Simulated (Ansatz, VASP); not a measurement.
Two plane-wave programs on Li2O

The input INCAR:

```
SYSTEM = Li2O
PREC = Accurate
ENCUT = 750
EDIFF = 1E-7
ISMEAR = 0
SIGMA = 0.01
LREAL = .FALSE.
LASPH = .TRUE.
NELM = 120
ALGO = Normal
ISIF = 3
LWAVE = .FALSE.
LCHARG = .FALSE.
GGA = PS
IBRION = 2
NSW = 80
EDIFFG = -0.01
GGA_COMPAT = .FALSE.
NELMIN = 4
```

KPOINTS

```
Automatic mesh
0
G
  6 6 6
  0 0 0
```

File POSCAR:

```
Li2O
1.0
    0.0000000000      2.3050000000      2.3050000000
    2.3050000000      0.0000000000      2.3050000000
    2.3050000000      2.3050000000      0.0000000000
Li O
2 1
Direct
    0.2500000000      0.2500000000      0.2500000000
    0.7500000000      0.7500000000      0.7500000000
    0.0000000000      0.0000000000      0.0000000000
```

Input for Ansatz:

```yaml
crystal:
  lattice:
    - [0.0, 2.305, 2.305]
    - [2.305, 0.0, 2.305]
    - [2.305, 2.305, 0.0]
  atoms:
    - { symbol: Li, position: [0.25, 0.25, 0.25] }
    - { symbol: Li, position: [0.75, 0.75, 0.75] }
    - { symbol: O, position: [0.0, 0.0, 0.0] }
kpoints:
  mp_grid:
    grid: [6, 6, 6]
    shift: [0.0, 0.0, 0.0]
hamiltonian:
  xc: pbesol
  dispersion: none
scf:
  occupations:
    method: fixed
relax:
  max_steps: 60
  cell: {}
```

Alike in both runs: task relaxation of cell and atoms; functional PBEsol; k mesh 6 × 6 × 6; no spin polarisation.

|  | VASP | Ansatz |
| --- | --- | --- |
| version | VASP 6.6.1 | Ansatz 0.2.0 |
| potentials or method | VASP PAW PBE potentials, release 64 (Li_sv, O) | plane waves, PAW |
| plane-wave cutoff (eV) | 750 | 420 |
| occupations | gaussian, width 0.01 eV | fixed |
| valence electrons in the cell | 12 | 12 |

```tsv
	VASP	Ansatz	Ansatz less VASP
relaxed volume (Å³/atom)	8.01	8.01	-0.008
relaxed cell length with the largest relative difference (Å)	3.240	3.238	-0.0011
```

VASP's potentials were made for PBE, not for PBEsol.
